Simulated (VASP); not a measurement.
Wanted: the native input for a VASP 6.6.1 run.

| Item | Value |
| --- | --- |
| Task | single point |
| Functional | PBE |
| Potentials or basis | VASP PAW PBE potentials, release 64 (Zn, S) |
| Cutoff | 520 eV |
| k mesh | 8 × 8 × 2 |
| Occupations | gaussian, width 0.05 eV |
| Spin | no spin polarisation |
| Dipole correction | no |
| Further INCAR settings | ALGO = Normal; EDIFF = 1e-07; NBANDS = 46 |

The structure of ZnS lies in POSCAR:

```
ZnS
1.0
   -3.8467234434      0.0000000000      0.0000000000
   -1.9233617217     -3.3313602233      0.0000000000
    0.0000000000      0.0000000000     17.0902250239
Zn S
4 4
Direct
    0.0000000000      0.0000000000      0.4834541106
    0.0000000000      0.0000000000      0.1151083163
    0.3333333333      0.3333333333      0.6676079767
    0.6666666667      0.6666666667      0.2992621824
    0.0000000000      0.0000000000      0.6213917655
    0.0000000000      1.0000000000      0.2530459712
    0.3333333333      0.3333333333      0.0691277805
    0.6666666667      0.6666666667      0.4374735748
```

This cell differs from its parent crystal: the distance across one plane changed.

These files were run (other wordings do the same):

INCAR

```
PREC = Accurate
ENCUT = 520
EDIFF = 1E-7
ISMEAR = 0
SIGMA = 0.05
LREAL = F
LASPH = T
NELM = 100
ALGO = Normal
ISIF = 2
LWAVE = F
LCHARG = T
GGA = PE
LELF = T
LVHAR = T
NBANDS = 46
```

KPOINTS

```
regular mesh
0
Gamma
  8 8 2
```

Potentials or basis: VASP PAW PBE potentials, release 64 (Zn, S).

Command:

```sh
$ cat potpaw_PBE.64/Zn/POTCAR potpaw_PBE.64/S/POTCAR > POTCAR
$ mpirun -np 1 vasp_std > vasp.out
```

It gave:

```yaml
Pressure: -0.3 GPa
Largest_force: 1.115 eV/Å
Band_gap_on_the_k_mesh: zero (bands 36 and 37 overlap by 0.31 eV)
```

Caveat: the cell differs from its parent crystal (the distance across one plane changed); forces of over 1 eV/Å act on the atoms, so gaps and moduli don't describe the material at rest.

Run time: 4.1 min on 1 thread of AMD EPYC 9R45 96-Core Processor (Zen 5), with other jobs on the host, peak memory 0.37 GiB.
